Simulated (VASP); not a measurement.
# Ge (Fd-3m) in VASP: notebook

The runs below take Ge through single point, with PBE.

Program: VASP 6.6.1. These are calculated values, not measurements. Logs are shortened: lines on timing, memory, paths and dates and some standing lists are left out, and cuts for length are marked.

### Step 1. The cell of the first run

It takes space group Fd-3m (No. 227, cubic). Conventional cell: a = 5.205 Å, b = 5.205 Å, c = 5.205 Å, α = 90.00°, β = 90.00°, γ = 90.00°. Ge (site symmetry -43m) has 4 Ge at 2.25 Å within 3.0 Å.

### Step 2. Single point, PBE (strain -0.080 along x and y, -0.080 along z)

File INCAR:

```
SYSTEM = Ge
PREC = Accurate ; ENCUT = 500
EDIFF = 1E-6 ; ISMEAR = 0
SIGMA = 0.15 ; LREAL = .False.
LASPH = .True. ; NELM = 120
ALGO = Normal ; ISIF = 2
LWAVE = .False. ; LCHARG = .True.
GGA = PE ; LELF = .True.
LVHAR = .True. ; NBANDS = 21
GGA_COMPAT = .False.
```

File KPOINTS:

```
regular mesh
0
Gamma
  14 14 14
  0 0 0
```

File POSCAR:

```
Ge
1.0
    0.0000000000      2.6024684000      2.6024684000
    2.6024684000      0.0000000000      2.6024684000
    2.6024684000      2.6024684000      0.0000000000
Ge
2
Direct
    0.5000000000      0.5000000000      0.5000000000
    0.7500000000      0.7500000000      0.7500000000
```

Potentials or basis: VASP PAW PBE potentials, release 64 (Ge_d).

The run is started by

```bash
> cat potpaw_PBE.64/Ge_d/POTCAR > POTCAR
> mpirun -np 1 vasp_std > vasp.out
```

OUTCAR:

```text
SYSTEM = Ge
   PREC = Accurate
   ENCUT = 500
   EDIFF = 1E-6
   ISMEAR = 0
   LREAL = .False.
   LASPH = .True.
   NELM = 120
   ISIF = 2
   GGA = PE

 ion  position               nearest neighbor table
   1  0.500  0.500  0.500-   2 2.25   2 2.25   2 2.25   2 2.25
   2  0.750  0.750  0.750-   1 2.25   1 2.25   1 2.25   1 2.25

  LATTYP: Found a face centered cubic cell.
 ALAT       =     5.2049368000

  Lattice vectors:

 A1 = (   0.0000000000,   2.6024684000,   2.6024684000)
 A2 = (   2.6024684000,   0.0000000000,   2.6024684000)
 A3 = (   2.6024684000,   2.6024684000,   0.0000000000)

Analysis of symmetry for initial positions (statically):
=====================================================================
 Subroutine PRICEL returns:
 Original cell was already a primitive cell.

 Routine SETGRP: Setting up the symmetry group for a
 face centered cubic supercell.

 Subroutine GETGRP returns: Found 48 space group operations
 (whereof 24 operations were pure point group operations)
 out of a pool of 48 trial point group operations.

The static configuration has the point symmetry T_d .
 The point group associated with its full space group is O_h .

Analysis of symmetry for dynamics (positions and initial velocities):
=====================================================================
 Subroutine PRICEL returns:
 Original cell was already a primitive cell.

 Routine SETGRP: Setting up the symmetry group for a
 face centered cubic supercell.

 Subroutine GETGRP returns: Found 48 space group operations
 (whereof 24 operations were pure point group operations)
 out of a pool of 48 trial point group operations.

The dynamic configuration has the point symmetry T_d .
 The point group associated with its full space group is O_h .

 Subroutine INISYM returns: Found 48 space group operations
 (whereof 24 operations are pure point group operations),
 and found     1 'primitive' translations

----------------------------------------------------------------------------------------

                                     Primitive cell

  volume of cell :      35.2522

  direct lattice vectors                    reciprocal lattice vectors
     0.000000000  2.602468400  2.602468400    -0.192125292  0.192125292  0.192125292
     2.602468400  0.000000000  2.602468400     0.192125292 -0.192125292  0.192125292
     2.602468400  2.602468400  0.000000000     0.192125292  0.192125292 -0.192125292

[... 73 lines left out ...]
 SYSTEM =  Ge
   PREC   = accura    normal or accurate (medium, high low for compatibility)
   ISTART =      0    job   : 0-new  1-cont  2-samecut
   ICHARG =      2    charge: 1-file 2-atom 10-const
   ISPIN  =      1    spin polarized calculation?
   LNONCOLLINEAR =      F non collinear calculations
   LSORBIT =      F    spin-orbit coupling
   LASPH  =      T    aspherical Exc in radial PAW
   ENCUT  =  500.0 eV  36.75 Ry    6.06 a.u.   6.71  6.71  6.71*2*pi/ulx,y,z
   NELM   =    120;   NELMIN=  2; NELMDL= -5     # of ELM steps
   EDIFF  = 0.1E-05   stopping-criterion for ELM
   LREAL  =      F    real-space projection
   EDIFFG = 0.1E-04   stopping-criterion for IOM
   NSW    =      0    number of steps for IOM
   IBRION =     -1    ionic relax: 0-MD 1-quasi-New 2-CG
   NFREE  =      0    steps in history (QN), initial steepest desc. (CG)
   ISIF   =      2    stress and relaxation
   ISYM   =      2    0-nonsym 1-usesym 2-fastsym
   POTIM  = 0.5000    time-step for ionic-motion
   TEBEG  =    0.0;   TEEND  =   0.0 temperature during run
   PSTRESS=    0.0 pullay stress
   NELECT =      28.0000    total number of electrons
   NUPDOWN=      -1.0000    fix difference up-down
   EMIN   =  10.00;   EMAX   =-10.00  energy-range for DOS
   EFERMI =   0.00;   METHOD = LEGACY
   ISMEAR =     0;   SIGMA  =   0.15  broadening in eV -4-tet -1-fermi 0-gaus
   EFERMI_NEDOS =   21; number of points for ismear=-14 and -15
   IALGO  =     38    algorithm
   IMIX   =      4    mixing-type and parameters
     AMIX     =   0.40;   BMIX     =  1.00
     AMIX_MAG =   1.60;   BMIX_MAG =  1.00
  volume/ion in A,a.u.               =      17.63       118.95
  Fermi-wavevector in a.u.,A,eV,Ry     =   1.516115  2.865041 31.274401  2.298604
  Thomas-Fermi vector in A             =   2.625548
   LORBIT       =      0    0 simple, 1 ext, 2 COOP (PROOUT), +10 PAW based schemes
   GGA     = PE    functional components
   LHFCALC =     F    Hartree Fock is set to
   AEXX    =    0.0000 exact exchange contribution
   IVDW    =     0    specifies the selected vdW correction
   LEPSILON=     F    determine dielectric tensor
   LRPA    =     F    only Hartree local field effects (RPA)
 non-spin polarized calculation
 Gauss-broadening in eV      SIGMA  =   0.15
  energy-cutoff  :      500.00
  volume of cell :       35.25
 maximum number of plane-waves:       934
   NGX = 13   NGY = 13   NGZ = 13

 number of electron      28.0000018 magnetization

 Free energy of the ion-electron system (eV)
  ---------------------------------------------------
  ext. energy  EPLUGINS =         0.00000000
  ---------------------------------------------------
  free energy    TOTEN  =        -7.95238281 eV

  energy without entropy =       -7.95193202  energy(sigma->0) =       -7.95215742

 E-fermi :   7.8399     XC(G=0): -11.1741

 val. band max:        7.8027614539   @ k =   0.0000   0.0000   0.0000
 cond. band min:       7.9238103286   @ k =   0.4286   0.4286   0.0000
 fundamental gap:      0.1210488747
 Fermi energy:         7.8398882739

 k-point     1 :       0.0000    0.0000    0.0000
  band No.  band energies     occupation
      1     -17.5857      2.00000
      2     -17.5857      2.00000
      3     -17.5857      2.00000
      4     -17.5259      2.00000
      5     -17.5259      2.00000
      6     -17.1352      2.00000
[... 565 lines left out ...]
     20      17.9816      0.00000
     21      18.2902      0.00000

 [... further k-points ...]
[... 5 lines left out ...]
  --------------------------------------------------------------------------------------
  -------------------------------------------------------------------------------------
  Total        8.0234723      8.0234723      8.0234723      0.0000000      0.0000000      0.0000000
  in kB      364.6586730    364.6586730    364.6586730      0.0000000      0.0000000      0.0000000
  external PRESSURE =     364.6586730 kB  Pullay stress =       0.0000000 kB

 VOLUME and BASIS-vectors are now :
 -----------------------------------------------------------------------------
  energy-cutoff  :      500.00
  volume of cell :       35.25
      direct lattice vectors                 reciprocal lattice vectors
     0.000000000  2.602468400  2.602468400    -0.192125292  0.192125292  0.192125292
     2.602468400  0.000000000  2.602468400     0.192125292 -0.192125292  0.192125292
     2.602468400  2.602468400  0.000000000     0.192125292  0.192125292 -0.192125292

 POSITION                                       TOTAL-FORCE (eV/Angst)
 -----------------------------------------------------------------------------------
      2.60247      2.60247      2.60247         0.000000     -0.000000     -0.000000
      3.90370      3.90370      3.90370        -0.000000      0.000000      0.000000
 -----------------------------------------------------------------------------------
    total drift:                                0.000000      0.000000      0.000000

  FREE ENERGIE OF THE ION-ELECTRON SYSTEM (eV)
  ---------------------------------------------------
  free  energy   TOTEN  =        -7.9523828132 eV

  energy  without entropy=       -7.9519320177  energy(sigma->0) =       -7.95215742
```

Wall time 26 s (1 thread of Intel Xeon 6975P-C (Granite Rapids), shared host); peak memory 0.19 GiB.

Results:

```yaml
Free_energy: -7.9524 eV
Pressure: 36.5 GPa
Band_gap_on_the_k_mesh: 0.12 eV, indirect (least direct gap 2.52 eV)
```

Levels at points of the mesh, in eV from the valence-band top:
| k point | band 11 | band 12 | band 13 | band 14 | band 15 | band 16 | band 17 | band 18 |
| --- | --- | --- | --- | --- | --- | --- | --- | --- |
| (0.00, 0.00, 0.00) | -14.98 | 0.00 | 0.00 | 0.00 | 2.52 | 2.59 | 2.59 | 2.59 |
| (0.50, 0.00, 0.00) | -12.18 | -9.08 | -1.85 | -1.85 | 1.06 | 3.78 | 3.78 | 7.09 |
| (0.50, 0.50, 0.00) | -10.04 | -10.04 | -4.09 | -4.09 | 0.30 | 0.30 | 11.73 | 11.73 |

Caveat: the cell differs from its parent crystal (strain -0.080 along x and y, -0.080 along z). A k mesh can miss the band edges.

### Step 3. Single point, PBE (strain -0.040 along x and y, -0.040 along z)

File INCAR:

```
ALGO = Normal ; EDIFF = 1E-6
ENCUT = 500 ; GGA = PE
GGA_COMPAT = False ; ISIF = 2
ISMEAR = 0 ; LASPH = True
LCHARG = True ; LELF = True
LREAL = False ; LVHAR = True
LWAVE = False ; NBANDS = 21
NELM = 120 ; PREC = Accurate
SIGMA = 0.15
```

File KPOINTS:

```
k-points
0
Gamma
  14 14 14
```

File POSCAR:

```
Ge
1.0
    0.0000000000      2.7156192000      2.7156192000
    2.7156192000      0.0000000000      2.7156192000
    2.7156192000      2.7156192000      0.0000000000
Ge
2
Direct
    0.5000000000      0.5000000000      0.5000000000
    0.7500000000      0.7500000000      0.7500000000
```

Potentials or basis: VASP PAW PBE potentials, release 64 (Ge_d).

The run is started by

```bash
> cat potpaw_PBE.64/Ge_d/POTCAR > POTCAR
> mpirun -np 1 vasp_std > vasp.out
```

It took 36 s on 1 thread of Intel Xeon 6975P-C (Granite Rapids), shared host; peak memory 0.19 GiB.

The run converged. Its results:

| Item | Value |
| --- | --- |
| Free energy | -8.7119 eV |
| Pressure | 15.8 GPa |
| Band gap on the k mesh | 0.38 eV, indirect (least direct gap 1.21 eV) |

Levels at points of the mesh, in eV from the valence-band top:
```
           k point  band 12  band 13  band 14  band 15  band 16  band 17
(0.00, 0.00, 0.00)     0.00     0.00     0.00     1.21     2.59     2.59
(0.50, 0.00, 0.00)    -8.24    -1.61    -1.61     0.59     3.79     3.79
(0.50, 0.50, 0.00)    -9.40    -3.54    -3.54     0.57     0.57    10.57
```

Caveat: the cell differs from its parent crystal (strain -0.040 along x and y, -0.040 along z). A k mesh can miss the band edges.

(Continued in part 2 of 2.)
